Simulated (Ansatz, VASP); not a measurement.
**ScAl7N8 in VASP and in Ansatz**

```
Al Sc N
1.0
     6.37068    0.00000    0.00000
    -3.18534    5.51717    0.00000
     0.00000    0.00000    5.07451
Al Sc N
7 1 8
Cartesian
  1.6228 0.9022 2.5446
  -1.5859 4.6015 -0.0063
  0.0000 3.7128 2.5446
  3.1853 1.8313 -0.0063
  4.7479 0.9022 2.5446
  1.5859 4.6015 -0.0063
  3.1853 3.6781 2.5270
  0.0000 1.8391 -0.0404
  0.0000 1.8391 2.1045
  1.6939 0.8611 4.4499
  -1.5989 4.5940 1.9260
  0.0000 3.7950 4.4499
  3.1853 1.8463 1.9260
  4.6768 0.8611 4.4499
  1.5989 4.5940 1.9260
  3.1853 3.6781 4.4718
```

Alike in both runs: task relaxation of the atoms; functional PBE; k mesh 4 × 4 × 5; no spin polarisation.

|  | VASP | Ansatz |
| --- | --- | --- |
| version | VASP 6.6.1 | Ansatz 0.2.0 |
| potentials or method | VASP PAW PBE potentials, release 64 (Al, Sc_sv, N) | scalar-relativistic, plane waves, PAW |
| plane-wave cutoff (eV) | 520 | 420 |
| occupations | gaussian, width 0.01 eV | fixed |
| valence electrons in the cell | 72 | 72 |

```tsv
	VASP	Ansatz	Ansatz less VASP
gap on the k mesh at the Fermi level, each at its own relaxed structure (eV)	3.87	3.87	-0.007
```

Ansatz's warnings: stress scf threshold loose.
